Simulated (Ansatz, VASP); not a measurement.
**Two plane-wave programs on ZrB2**

```
Zr B
1.0
     3.26027   -0.01893    0.00000
    -1.64652    2.87915    0.00000
     0.00000    0.00000    3.63905
Zr B
1 2
Direct
  0.05077 0.05949 0.00000
  0.29563 0.66131 0.50000
  0.65360 0.27920 0.50000
```

Alike in both runs: task single point; functional PBE; k mesh 14 × 14 × 10; occupations gaussian, width 0.1 eV; no spin polarisation.

```csv
,VASP,Ansatz
version,VASP 6.6.1,Ansatz 0.2.0
potentials or method,"VASP PAW PBE potentials, release 64 (Zr_sv, B), cutoff 520 eV","scalar-relativistic, plane waves, PAW"
valence electrons in the cell,18,18
```

Ansatz gave:

```
gap on the k mesh at the Fermi level (eV)                     : none
pressure (GPa)                                                : -13.8
traceless stress, the component that is largest in VASP (GPa) : -5.83
rms of the force components (eV/Å)                            : 1.109
```

Problem. What did VASP give for the same quantities?

Solution. gap on the k mesh at the Fermi level (eV): none; pressure (GPa): -13.7; traceless stress, the component that is largest in VASP (GPa): -5.84; rms of the force components (eV/Å): 1.110.

Atom by atom the forces differ by 0.001 eV/Å (rms over components). A gap of «none» marks a metal or a gap that the smearing closes.
